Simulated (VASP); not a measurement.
Set up this calculation in VASP 6.6.1, as the native input.

| Item | Value |
| --- | --- |
| Task | single point |
| Functional | LDA |
| Potentials or basis | VASP PAW LDA potentials, release 64 (Cd) |
| Cutoff | 520 eV |
| k mesh | 15 × 15 × 15 |
| Occupations | fermi-dirac, width 0.1 eV |
| Spin | no spin polarisation |
| Dipole correction | no |
| Further INCAR settings | ALGO = Normal; EDIFF = 1e-07; NBANDS = 12 |

The structure of Cd lies in POSCAR:

```
Cd
1.0
   -1.6219514573      1.6219514573      1.6219514573
    1.6219514573     -1.6219514573      1.6219514573
    1.6219514573      1.6219514573     -1.6219514573
Cd
1
Direct
    0.0000000000      0.0000000000      0.0000000000
```

This cell differs from its parent crystal: volume scaled by 0.84.

The input as run:

INCAR

```
SYSTEM = Cd
PREC     = Accurate       ! precision mode
ENCUT    = 520            ! plane-wave cutoff, eV
EDIFF    = 1E-7           ! SCF threshold, eV
ISMEAR   = -1             ! smearing method
SIGMA    = 0.1            ! smearing width, eV
LREAL    = .FALSE.        ! projectors in reciprocal space
LASPH    = .TRUE.         ! aspherical terms in the spheres
NELM     = 80             ! most SCF steps
ALGO     = Normal         ! electronic algorithm
ISIF     = 2              ! what is computed and relaxed
LWAVE    = .FALSE.        ! write WAVECAR
LCHARG   = .FALSE.        ! write CHGCAR
GGA      = CA             ! functional
NBANDS   = 12             ! bands
```

KPOINTS

```
regular mesh
0
G
  15 15 15
  0 0 0
```

Potentials or basis: VASP PAW LDA potentials, release 64 (Cd).

Command:

```sh
$ cat potpaw_LDA.64/Cd/POTCAR > POTCAR
$ mpirun -np 1 vasp_std > vasp.out
```

Results of the run:

```json
{
  "Pressure": "19.6 GPa",
  "Band gap on the k mesh": "zero (band 6 reaches 7.93 eV, above the bottom of band 7 at 4.48 eV)"
}
```

It took 10 s on 1 thread of Intel(R) Xeon(R) Platinum 8488C (Sapphire Rapids), on a shared host, peak memory 0.14 GiB.
